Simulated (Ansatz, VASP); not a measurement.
**Ga8TeS7: VASP beside Ansatz**

```xyz
16
Lattice="7.3073 -0.0083 0.0034 -1.8304 3.1704 0.0000 0.0074 0.0043 15.7231" Properties=species:S:1:pos:R:3 pbc="T T T"
Ga   -0.0149    2.1050    2.6196
Ga    3.6447    2.1043    2.6267
Ga    1.8901    1.0913   10.7179
Ga    5.4606    1.0391   10.6902
Ga   -0.0188    2.1027    5.0697
Ga    3.6474    2.1058    5.0800
Ga    1.8434    1.0643   13.1553
Ga    5.4853    1.0533   13.1391
Te    0.0293    2.1305    9.2377
S     3.6667    2.1169    9.6471
S     1.8167    1.0488    1.5753
S     5.4677    1.0432    1.5712
S     0.0054    2.1167   14.1956
S     3.6695    2.1186   14.2144
S     1.8150    1.0479    6.1226
S     5.4660    1.0422    6.1494
```

Alike in both runs: functional PBE; dispersion D3(BJ); k mesh 6 × 6 × 2; occupations gaussian, width 0.1 eV; no spin polarisation.

Ansatz relaxed the structure, and its values are those at the end. VASP's run is a single point on that final structure, the one shown.

|  | VASP | Ansatz |
| --- | --- | --- |
| version | VASP 6.6.1 | Ansatz 0.2.0 |
| potentials or method | VASP PAW PBE potentials, release 64 (Ga_d, Te, S), cutoff 520 eV | scalar-relativistic, plane waves, PAW |
| valence electrons in the cell | 152 | 162 |

VASP gave:

* gap on the k mesh at the Fermi level (eV): 1.00
* least direct gap on the mesh (eV): 1.00
* pressure (GPa): -0.1
* rms of the force components (eV/Å): 0.021

Task: What did Ansatz give for the same quantities?

Result: gap on the k mesh at the Fermi level (eV): 0.99; least direct gap on the mesh (eV): 0.99; pressure (GPa): -0.1; rms of the force components (eV/Å): 0.014.

VASP's potentials hold 152 valence electrons a cell and Ansatz's 162, so a difference there can come from the potentials and not from the codes.

Spin-orbit coupling is off throughout.
